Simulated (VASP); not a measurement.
# W8C8O in VASP: single point with PBE

Aim: the single point of W8C8O with PBE.

All numbers are computed with VASP 6.6.1; they aren't measurements. Logs are shortened: lines on timing, memory, paths and dates and some standing lists are left out, and cuts for length are marked.

## Step 1: The cell of the first run

The cell holds a slab with vacuum, 17 atoms: a = 5.704 Å, b = 5.704 Å, c = 15.201 Å, α = 90.00°, β = 90.00°, γ = 120.00°.

## Step 2: Single point, PBE

Input file INCAR:

```
SYSTEM = W8C8O
ALGO = Normal
EDIFF = 1E-7
ENCUT = 520
GGA = PE
ISIF = 2
ISMEAR = -1
LASPH = .True.
LCHARG = .True.
LELF = .True.
LREAL = Auto
LVHAR = .True.
LWAVE = .False.
NBANDS = 89
NELM = 60
PREC = Accurate
SIGMA = 0.05
```

Input file KPOINTS:

```
k-points
0
Gamma
  2 2 1
  0 0 0
```

Input file POSCAR:

```
W8C8O
1.0
    5.7040600000      0.0000000000      0.0000000000
   -2.8520300000      4.9398610000      0.0000000000
    0.0000000000      0.0000000000     15.2011400000
W C O
8 8 1
Direct
    0.0000000000      0.0000000000      0.0657845398
    0.0173105264      0.0209115196      0.2603094242
   -0.0000004574      0.4999938257      0.0657845398
    0.0273375619      0.5379098724      0.2497378486
    0.4999947406      0.0000000000      0.0657845398
    0.5468177711      0.0403857517      0.2600462860
    0.4999942832      0.4999938257      0.0657845398
    0.5337062325      0.5213102150      0.2614343398
    0.3543868799      0.1885478154      0.1526267109
    0.3841924486      0.2182854943      0.3307186172
    0.3428553588      0.6772255333      0.1500479569
    0.3714068155      0.6870638668      0.3381720055
    0.8479282082      0.1999044103      0.1550410035
    0.8518154266      0.2253504704      0.3467897802
    0.8478902333      0.6823268914      0.1508373714
    0.5005747686      0.6346737287      0.3976807003
    0.5288550456      0.5804009465      0.4707673240
```

Potentials or basis: VASP PAW PBE potentials, release 64 (W_sv, C, O).

Run with:

```console
cat potpaw_PBE.64/W_sv/POTCAR potpaw_PBE.64/C/POTCAR potpaw_PBE.64/O/POTCAR > POTCAR
mpirun -np 1 vasp_std > vasp.out
```

OUTCAR:

```text
SYSTEM = W8C8O
   EDIFF = 1E-7
   ENCUT = 520
   GGA = PE
   ISIF = 2
   ISMEAR = -1
   LASPH = .True.
   LREAL = Auto
   NELM = 60
   PREC = Accurate

 ion  position               nearest neighbor table
   1  0.000  0.000  0.066-  15 2.03   9 2.19  13 2.21   3 2.85   7 2.85   5 2.85   5 2.85   7 2.85
                             3 2.85   2 2.96
   2  0.017  0.021  0.260-  10 2.11  14 2.25   9 2.33  13 2.35  15 2.36   6 2.74   4 2.79   8 2.81
                             8 2.90   4 2.93   1 2.96   6 2.97
   3  1.000  0.500  0.066-  13 2.01  15 2.10  11 2.12   4 2.80   1 2.85   7 2.85   5 2.85   5 2.85
                             7 2.85   1 2.85
   4  0.027  0.538  0.250-  14 2.14  12 2.17  11 2.18  15 2.20  13 2.21   8 2.78   2 2.79   6 2.80
                             3 2.80   6 2.92   2 2.93   8 2.94
   5  0.500  0.000  0.066-  11 2.05   9 2.12  13 2.19   7 2.85   1 2.85   3 2.85   3 2.85   1 2.85
                             7 2.85   6 2.96
   6  0.547  0.040  0.260-  10 2.00  14 2.01  12 2.11  13 2.18   9 2.35  11 2.46   2 2.74   8 2.78
                             4 2.80   4 2.92   8 2.92   5 2.96   2 2.97
   7  0.500  0.500  0.066-   9 2.03  11 2.09  15 2.15   5 2.85   1 2.85   3 2.85   3 2.85   1 2.85
                             5 2.85   8 2.98
   8  0.534  0.521  0.261-  10 1.83  12 2.00  16 2.21  15 2.29   9 2.33  11 2.41   4 2.78   6 2.78
                             2 2.81   2 2.90   6 2.92   4 2.94   7 2.98
   9  0.354  0.189  0.153-   7 2.03   5 2.12   1 2.19   8 2.33   2 2.33   6 2.35
  10  0.384  0.218  0.331-   8 1.83   6 2.00   2 2.11
  11  0.343  0.677  0.150-   5 2.05   7 2.09   3 2.12   4 2.18   8 2.41   6 2.46
  12  0.371  0.687  0.338-  16 1.29   8 2.00   6 2.11   4 2.17
  13  0.848  0.200  0.155-   3 2.01   6 2.18   5 2.19   4 2.21   1 2.21   2 2.35
  14  0.852  0.225  0.347-   6 2.01   4 2.14   2 2.25
  15  0.848  0.682  0.151-   1 2.03   3 2.10   7 2.15   4 2.20   8 2.29   2 2.36
  16  0.501  0.635  0.398-  17 1.19  12 1.29   8 2.21
  17  0.529  0.580  0.471-  16 1.19

  LATTYP: Found a hexagonal cell.
 ALAT       =     5.7040600000
 C/A-ratio  =     2.6649684611

  Lattice vectors:

 A1 = (   5.7040600000,   0.0000000000,   0.0000000000)
 A2 = (  -2.8520300000,   4.9398610000,   0.0000000000)
 A3 = (   0.0000000000,   0.0000000000,  15.2011400000)

Analysis of symmetry for initial positions (statically):
=====================================================================
 Subroutine PRICEL returns:
 Original cell was already a primitive cell.

 Routine SETGRP: Setting up the symmetry group for a
 hexagonal supercell.

 Subroutine GETGRP returns: Found  1 space group operations
 (whereof  1 operations were pure point group operations)
 out of a pool of 24 trial point group operations.

The static configuration has the point symmetry C_1 .

Analysis of symmetry for dynamics (positions and initial velocities):
=====================================================================
 Subroutine PRICEL returns:
 Original cell was already a primitive cell.

 Routine SETGRP: Setting up the symmetry group for a
 hexagonal supercell.

 Subroutine GETGRP returns: Found  1 space group operations
 (whereof  1 operations were pure point group operations)
 out of a pool of 24 trial point group operations.

The dynamic configuration has the point symmetry C_1 .

 Subroutine INISYM returns: Found  1 space group operations
 (whereof  1 operations are pure point group operations),
 and found     1 'primitive' translations

----------------------------------------------------------------------------------------

                                     Primitive cell

  volume of cell :     428.3265

  direct lattice vectors                    reciprocal lattice vectors
     5.704060000  0.000000000  0.000000000     0.175313724  0.101217423  0.000000000
    -2.852030000  4.939861000  0.000000000     0.000000000  0.202434846  0.000000000
     0.000000000  0.000000000 15.201140000     0.000000000  0.000000000  0.065784540

  length of vectors
     5.704060000  5.704060117 15.201140000     0.202434850  0.202434846  0.065784540

  position of ions in fractional coordinates (direct lattice)
     0.000000000  0.000000000  0.065784540
     0.017310526  0.020911520  0.260309424
     0.999999543  0.499993826  0.065784540
     0.027337562  0.537909872  0.249737849
     0.499994741  0.000000000  0.065784540
     0.546817771  0.040385752  0.260046286
[... 9 lines left out ...]
     0.500574769  0.634673729  0.397680700
     0.528855046  0.580400946  0.470767324

  ion indices of the primitive-cell ions
   primitive index   ion index
                 1           1
                 2           2
                 3           3
                 4           4
                 5           5
                 6           6
[... 9 lines left out ...]
                16          16
                17          17

----------------------------------------------------------------------------------------

 KPOINTS: k-points

Automatic generation of k-mesh.
 Grid dimensions read from file:
 generate k-points for:    2    2    1

 Generating k-lattice:

  Cartesian coordinates                     Fractional coordinates (reciprocal lattice)
     0.087656862  0.050608711  0.000000000     0.500000000  0.000000000  0.000000000
     0.000000000  0.101217423  0.000000000     0.000000000  0.500000000  0.000000000
     0.000000000  0.000000000  0.065784540     0.000000000  0.000000000  1.000000000

  Length of vectors
     0.101217425  0.101217423  0.065784540

  Shift w.r.t. Gamma in fractional coordinates (k-lattice)
     0.000000000  0.000000000  0.000000000

 Subroutine IBZKPT returns following result:
 ===========================================

 Found      4 irreducible k-points:

 Following reciprocal coordinates:
            Coordinates               Weight
  0.000000  0.000000  0.000000      1.000000
  0.500000  0.000000  0.000000      1.000000
  0.000000  0.500000  0.000000      1.000000
  0.500000  0.500000  0.000000      1.000000
   k-points           NKPTS =      4   k-points in BZ     NKDIM =      4   number of bands    NBANDS=     89
   number of dos      NEDOS =    301   number of ions     NIONS =     17
   total plane-waves  NPLWV = 211680
   dimension x,y,z NGX =    42 NGY =   42 NGZ =  120
   dimension x,y,z NGXF=    84 NGYF=   84 NGZF=  240
   ions per type =               8   8   1
   NGX,Y,Z   is equivalent  to a cutoff of  12.24, 12.24, 13.12 a.u.
   NGXF,Y,Z  is equivalent  to a cutoff of  24.48, 24.48, 26.25 a.u.
 SYSTEM =  W8C8O
   PREC   = accura    normal or accurate (medium, high low for compatibility)
   ISTART =      0    job   : 0-new  1-cont  2-samecut
   ICHARG =      2    charge: 1-file 2-atom 10-const
   ISPIN  =      1    spin polarized calculation?
   LNONCOLLINEAR =      F non collinear calculations
   LSORBIT =      F    spin-orbit coupling
   LASPH  =      T    aspherical Exc in radial PAW
   ENCUT  =  520.0 eV  38.22 Ry    6.18 a.u.  10.61 10.61 28.26*2*pi/ulx,y,z
   NELM   =     60;   NELMIN=  2; NELMDL= -5     # of ELM steps
   EDIFF  = 0.1E-06   stopping-criterion for ELM
   LREAL  =      T    real-space projection
   EDIFFG = 0.1E-05   stopping-criterion for IOM
   NSW    =      0    number of steps for IOM
   IBRION =     -1    ionic relax: 0-MD 1-quasi-New 2-CG
   NFREE  =      0    steps in history (QN), initial steepest desc. (CG)
   ISIF   =      2    stress and relaxation
   ISYM   =      2    0-nonsym 1-usesym 2-fastsym
   POTIM  = 0.5000    time-step for ionic-motion
   TEBEG  =    0.0;   TEEND  =   0.0 temperature during run
   PSTRESS=    0.0 pullay stress
   NELECT =     150.0000    total number of electrons
   NUPDOWN=      -1.0000    fix difference up-down
   EMIN   =  10.00;   EMAX   =-10.00  energy-range for DOS
   EFERMI =   0.00;   METHOD = LEGACY
   ISMEAR =    -1;   SIGMA  =   0.05  broadening in eV -4-tet -1-fermi 0-gaus
   EFERMI_NEDOS =   21; number of points for ismear=-14 and -15
   IALGO  =     38    algorithm
   IMIX   =      4    mixing-type and parameters
     AMIX     =   0.40;   BMIX     =  1.00
     AMIX_MAG =   1.60;   BMIX_MAG =  1.00
  volume/ion in A,a.u.               =      25.20       170.03
  Fermi-wavevector in a.u.,A,eV,Ry     =   1.153932  2.180616 18.116964  1.331559
  Thomas-Fermi vector in A             =   2.290572
   LORBIT       =      0    0 simple, 1 ext, 2 COOP (PROOUT), +10 PAW based schemes
   GGA     = PE    functional components
   LHFCALC =     F    Hartree Fock is set to
   AEXX    =    0.0000 exact exchange contribution
   IVDW    =     0    specifies the selected vdW correction
   LEPSILON=     F    determine dielectric tensor
   LRPA    =     F    only Hartree local field effects (RPA)
 non-spin polarized calculation
  energy-cutoff  :      520.00
  volume of cell :      428.33
 maximum number of plane-waves:     11565
   NGX = 21   NGY = 21   NGZ = 57

 number of electron     150.0000010 magnetization

 Free energy of the ion-electron system (eV)
  ---------------------------------------------------
  ext. energy  EPLUGINS =         0.00000000
  ---------------------------------------------------
  free energy    TOTEN  =      -169.39400593 eV

  energy without entropy =     -169.34352109  energy(sigma->0) =     -169.36876351

 E-fermi :   1.2931     XC(G=0):  -6.9169

 val. band max:        1.2413088666   @ k =   0.0000   0.0000   0.0000
 cond. band min:       1.3923597333   @ k =   0.0000   0.5000   0.0000
 fundamental gap:      0.1510508667
 Fermi energy:         1.2930665988

 k-point     1 :       0.0000    0.0000    0.0000
  band No.  band energies     occupation
      1     -72.8696      2.00000
      2     -72.8445      2.00000
      3     -72.7937      2.00000
      4     -72.7777      2.00000
      5     -72.7608      2.00000
      6     -72.7207      2.00000
[... 79 lines left out ...]
     86       3.7338      0.00000
     87       4.2744      0.00000

 k-point     2 :       0.5000    0.0000    0.0000
  band No.  band energies     occupation
      1     -72.8637      2.00000
      2     -72.8282      2.00000
      3     -72.7906      2.00000
      4     -72.7848      2.00000
      5     -72.7674      2.00000
      6     -72.7241      2.00000
[... 79 lines left out ...]
     86       3.3404      0.00000
     87       3.7790      0.00000

 k-point     3 :       0.0000    0.5000    0.0000
  band No.  band energies     occupation
      1     -72.8612      2.00000
      2     -72.8273      2.00000
      3     -72.8004      2.00000
      4     -72.7772      2.00000
      5     -72.7721      2.00000
      6     -72.7246      2.00000
[... 79 lines left out ...]
     86       3.3977      0.00000
     87       3.4159      0.00000

 k-point     4 :       0.5000    0.5000    0.0000
  band No.  band energies     occupation
      1     -72.8604      2.00000
      2     -72.8244      2.00000
      3     -72.8058      2.00000
      4     -72.7853      2.00000
      5     -72.7611      2.00000
      6     -72.7268      2.00000
[... 79 lines left out ...]
     86       3.1270      0.00000
     87       3.6464      0.00000
 [bands above 87 left out]

------------------------ aborting loop because EDIFF is reached ----------------------------------------

  FORCE on cell =-STRESS in cart. coord.  units (eV):
  Direction    XX          YY          ZZ          XY          YZ          ZX
  --------------------------------------------------------------------------------------
  -------------------------------------------------------------------------------------
  Total        9.0640241     18.1783716      3.2080468     -2.9723620     -8.4602718     -3.5866373
  in kB       33.9044467     67.9971305     11.9998634    -11.1182723    -31.6460801    -13.4160006
  external PRESSURE =      37.9671469 kB  Pullay stress =       0.0000000 kB

 VOLUME and BASIS-vectors are now :
 -----------------------------------------------------------------------------
  energy-cutoff  :      520.00
  volume of cell :      428.33
      direct lattice vectors                 reciprocal lattice vectors
     5.704060000  0.000000000  0.000000000     0.175313724  0.101217423  0.000000000
    -2.852030000  4.939861000  0.000000000     0.000000000  0.202434846  0.000000000
     0.000000000  0.000000000 15.201140000     0.000000000  0.000000000  0.065784540

 POSITION                                       TOTAL-FORCE (eV/Angst)
 -----------------------------------------------------------------------------------
      0.00000      0.00000      1.00000         0.230098      1.088529      0.519043
      0.03910      0.10330      3.95700         1.029823      1.981705     -0.710798
      4.27806      2.46990      1.00000         0.412264      1.226049     -0.961087
     -1.37820      2.65720      3.79630         1.190079     -1.161879      1.909006
      2.85200      0.00000      1.00000         0.318117      0.764921     -0.157042
      3.00390      0.19950      3.95300        -1.437312     -1.656940     -0.225495
[... 9 lines left out ...]
      1.04520      3.13520      6.04520         0.522441     -1.169488      4.244333
      1.36130      2.86710      7.15620         0.835428      0.450083      0.793517
 -----------------------------------------------------------------------------------
    total drift:                                0.001637     -0.008645      0.000349

  FREE ENERGIE OF THE ION-ELECTRON SYSTEM (eV)
  ---------------------------------------------------
  free  energy   TOTEN  =      -169.3940059310 eV

  energy  without entropy=     -169.3435210935  energy(sigma->0) =     -169.36876351
```

It took 9.2 min on 1 thread of AMD EPYC 7R43 (Zen 3), shared host; peak memory 0.47 GiB.

Results:

```yaml
Free_energy: -169.3940 eV
Largest_force: 7.020 eV/Å
Band_gap_on_the_k_mesh: zero (band 75 reaches 1.46 eV, above the bottom of band 76 at 0.64 eV)
```

Forces on the atoms (eV/Å):
```
W    0.230  1.089  0.519
W    1.030  1.982 -0.711
W    0.412  1.226 -0.961
W    1.190 -1.162  1.909
W    0.318  0.765 -0.157
W   -1.437 -1.657 -0.225
W    0.308  0.646 -0.256
W   -0.461  1.564 -6.828
C   -0.796 -0.872  0.797
C   -1.257 -3.120  1.960
C    0.325 -0.264  1.113
C   -3.717  2.068 -1.714
C    0.889 -1.468  0.977
C    1.910 -0.048 -2.609
C   -0.302 -0.030  1.150
C    0.522 -1.169  4.244
O    0.835  0.450  0.794
```

Levels at points of the mesh, in eV from the Fermi level:
```csv
k point,band 72,band 73,band 74,band 75,band 76,band 77,band 78,band 79,band 80,band 81
"(0.00, 0.00, 0.00)",-0.05,0.11,0.13,0.17,0.41,0.75,1.08,1.16,1.32,1.83
"(0.50, 0.00, 0.00)",-1.34,-1.24,-0.96,-0.68,-0.29,0.37,0.92,1.10,1.17,1.35
"(0.00, 0.50, 0.00)",-1.23,-1.07,-0.80,-0.71,-0.65,0.10,0.69,0.94,1.07,1.25
"(0.50, 0.50, 0.00)",-1.20,-1.15,-1.01,-0.66,-0.13,0.29,0.92,1.02,1.06,1.12
```

Caveat: the k points lie up to 0.64 Å⁻¹ apart; spin-orbit coupling is left out, which moves the levels of the heavy elements.
